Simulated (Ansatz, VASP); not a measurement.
One calculation of TaN, two programs

```xyz
6
Lattice="5.1440 0.0000 0.0000 -2.5720 4.4549 0.0000 0.0000 0.0000 2.9110" Properties=species:S:1:pos:R:3 pbc="T T T"
Ta    0.0000    2.9699    1.4555
Ta    2.5720    1.4850    1.4555
Ta    0.0000    0.0000    0.0000
N     2.0208    0.0000    0.0000
N     1.5616    2.7048    0.0000
N    -1.0104    1.7501    0.0000
```

Change from the starting cell: equal xx and yy strain of -1 %, PAW files.

Alike in both runs: task electric field gradients; functional PBEsol; k mesh 6 × 6 × 9; occupations fermi-dirac, width 0.01 eV; no spin polarisation.

|  | VASP | Ansatz |
| --- | --- | --- |
| version | VASP 6.6.1 | Ansatz 0.2.0 |
| potentials or method | VASP PAW PBE potentials, release 64 (Ta_pv, N) | PAW with Ansatz's default frozen-core files, scalar-relativistic |
| plane-wave cutoff (eV) | 520 | 420 |
| valence electrons in the cell | 48 | 54 |

Ansatz gave:

| Quantity | Value |
| --- | --- |
| pressure (GPa) | 2.8 |
| traceless stress, the component that is largest in VASP (GPa) | -3.69 |
| rms of the force components (eV/Å) | 0.072 |
| size of Vzz on the site where it differs most (V/Å²) | 166.8 |

Question: Which values does VASP return?

Answer: Pressure (GPa): 3.7; traceless stress, the component that is largest in VASP (GPa): -3.78; rms of the force components (eV/Å): 0.079; size of Vzz on the site where it differs most (V/Å²): 202.8.

VASP's potentials were made for PBE, not for PBEsol. Atom by atom the forces differ by 0.006 eV/Å (rms over components). The functional is the same, so the differences come from potentials, cutoffs and numerics. VASP's potentials hold 48 valence electrons a cell and Ansatz's 54, so a difference there can come from the potentials and not from the codes.

Spin-orbit coupling is off throughout.
